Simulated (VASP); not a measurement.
A run of VASP 6.6.1 is set up as follows.

Contents of INCAR:

```
SYSTEM = TePb
PREC = Accurate ; ENCUT = 520
EDIFF = 1E-7 ; ISMEAR = -5
SIGMA = 0.05 ; LREAL = .FALSE.
LASPH = .TRUE. ; NELM = 80
ALGO = Normal ; ISIF = 2
LWAVE = .FALSE. ; LCHARG = .FALSE.
GGA = RP ; IVDW = 13
NBANDS = 17
```

The input KPOINTS:

```
regular mesh
0
G
  7 7 7
  0 0 0
```

Contents of POSCAR:

```
TePb
1.0
    4.5693240200      0.0000000000      0.0000000000
    2.2846620100      3.9571506794      0.0000000000
    2.2846620100      1.3190502265      3.7308374395
Pb Te
1 1
Direct
    0.0000000000      0.0000000000      0.0000000000
    0.5000000000      0.5000000000      0.5000000000
```

Potentials or basis: VASP PAW PBE potentials, release 64 (Pb_d, Te).

The run is started by

```sh
$ cat potpaw_PBE.64/Pb_d/POTCAR potpaw_PBE.64/Te/POTCAR > POTCAR
$ mpirun -np 1 vasp_std > vasp.out
```

Q: Predict the dispersion energy per atom.

A: -0.768 eV.

Q: Predict the pressure.

A: -0.1 GPa.

Caveat: the PAW data sets were made with another functional, which shifts forces and pressure a little.
